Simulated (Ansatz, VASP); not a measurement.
**EuO: VASP beside Ansatz**

File INCAR:

```
SYSTEM = EuO
PREC     = Accurate       ! precision mode
ENCUT    = 600            ! plane-wave cutoff, eV
EDIFF    = 1E-6           ! SCF threshold, eV
ISMEAR   = 0              ! smearing method
SIGMA    = 0.05           ! smearing width, eV
LREAL    = .False.        ! projectors in reciprocal space
LASPH    = .True.         ! aspherical terms in the spheres
NELM     = 200            ! most SCF steps
ALGO     = Normal         ! electronic algorithm
ISIF     = 2              ! what is computed and relaxed
LWAVE    = .False.        ! write WAVECAR
LCHARG   = .True.         ! write CHGCAR
ISPIN    = 2              ! spin polarisation
MAGMOM   = 7 -7 0 0       ! initial moments
LORBIT   = 11             ! projections on sites
LMAXMIX  = 6              ! l up to which the mixer works
LDAU     = .True.         ! DFT+U
LDAUTYPE = 2            
LDAUL    = 3 -1           ! shell
LDAUU    = 6 0            ! U, eV
LDAUJ    = 0 0          
LDAUPRINT= 1            
GGA      = CA             ! functional
LELF     = .True.         ! ELF
LVHAR    = .True.       
NBANDS   = 35             ! bands
GGA_COMPAT= .False.
```

File KPOINTS:

```
Automatic mesh
0
Gamma
  5 5 5
  0 0 0
```

POSCAR

```
EuO
1.0
    0.0000000000      2.5719519658      2.5719519658
    2.5719519658      0.0000000000      2.5719519658
    5.1439039316      5.1439039316      0.0000000000
Eu O
2 2
Direct
    0.5000000000      0.5000000000      0.2500000000
    0.5000000000      0.5000000000      0.7500000000
    0.0000000000      0.0000000000      0.0000000000
    0.0000000000      0.0000000000      0.5000000000
```

Input for Ansatz:

```yaml
crystal:
  lattice:
    - [0.0, 2.5719519658, 2.5719519658]
    - [2.5719519658, 0.0, 2.5719519658]
    - [5.1439039316, 5.1439039316, 0.0]
  atoms:
    - { symbol: Eu, position: [0.5, 0.5, 0.25], spin: 7.0 }
    - { symbol: O, position: [0.0, 0.0, 0.0] }
    - { symbol: Eu, position: [0.5, 0.5, 0.75], spin: -7.0 }
    - { symbol: O, position: [0.0, 0.0, 0.5] }
basis:
  ecutwfc: 420
  ecutrho_ratio: 4
kpoints:
  mp_grid: { grid: [5, 5, 5] }
hamiltonian:
  xc: lda
  hubbard: { sites: [{ species: Eu, l: f, u_eff: 6.0 }] }
scf:
  occupations: { method: gaussian, width: 0.05 }
output:
  forces: true
  stress: true
  eigenvalues: true
  populations: true
  hubbard: { sites: [{ species: Eu, l: f }] }
  write_density: true
  write_potential: true
  elf: true
  volumetric_format: npy
magnetization:
  spin_polarized: true
```

Alike in both runs: task single point; functional LDA; k mesh 5 × 5 × 5; occupations gaussian, width 0.05 eV; collinear spin; Hubbard terms Eu f U = 6.0 eV.

```csv
,VASP,Ansatz
version,VASP 6.6.1,Ansatz 0.2.0
potentials or method,"VASP PAW PBE potentials, release 64 (Eu, O), cutoff 600 eV","scalar-relativistic, plane waves, PAW"
valence electrons in the cell,46,46
```

VASP gave:

```
gap on the k mesh at the Fermi level (eV)                     : 0.59
least direct gap on the mesh (eV)                             : 0.66
pressure (GPa)                                                : -6.6
net moment per atom (μB)                                      : 0.00
size of the moment on the site where the two differ most (μB) : 6.72
```

Problem. Estimate Ansatz's values.

Solution. gap on the k mesh at the Fermi level (eV): 1.06; least direct gap on the mesh (eV): 1.19; pressure (GPa): -6.4; net moment per atom (μB): 0.00; size of the moment on the site where the two differ most (μB): 6.73.

VASP's potentials were made for PBE, not for LDA. LDA's correlation is that of Perdew and Zunger in VASP and of Perdew and Wang (1992) in Ansatz. Site moments also hang on the region over which each program counts them. The programs project onto different local orbitals, so the same U acts differently, and such runs can settle in different states.

The k mesh is coarse, so the values compare programs but aren't converged. Spin-orbit coupling is off throughout.
